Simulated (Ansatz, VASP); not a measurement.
Al: VASP and Ansatz over several settings

```
Al
1.0
    -1.61216    1.61216    1.61216
     1.61216   -1.61216    1.61216
     1.61216    1.61216   -1.61216
Al
1
Direct
  0.00000 0.00000 0.00000
```

Single points on this cell with VASP 6.6.1 and Ansatz 0.2.0. Each row is one pair of runs. Alike in all rows: spin: off; smearing: fermi-dirac, width 0.05 eV.

| level | k mesh | VASP's potentials, cutoff | Ansatz's potentials, cutoff | gap on the k mesh at the Fermi level (eV), VASP | gap on the k mesh at the Fermi level (eV), Ansatz | pressure (GPa), VASP | pressure (GPa), Ansatz |
| --- | --- | --- | --- | --- | --- | --- | --- |
| LDA | 12 × 12 × 12 | VASP PAW LDA potentials, release 64 (Al), 520 eV | Ansatz PAW, 420 eV | none | none | -2.2 | -2.3 |
| r2SCAN | 12 × 12 × 12 | VASP PAW PBE potentials, release 64 (Al), 520 eV | Ansatz PAW, 500 eV | none | none | -2.9 | -2.6 |
| PBE0 | 8 × 8 × 8 | VASP PAW PBE potentials, release 64 (Al), 520 eV | Ansatz PAW, 420 eV | none | none | 0.4 | 0.3 |

Pressure (GPa): the two programs differ by at most 0.3.

A gap of «none» marks a metal or a gap that the smearing closes.
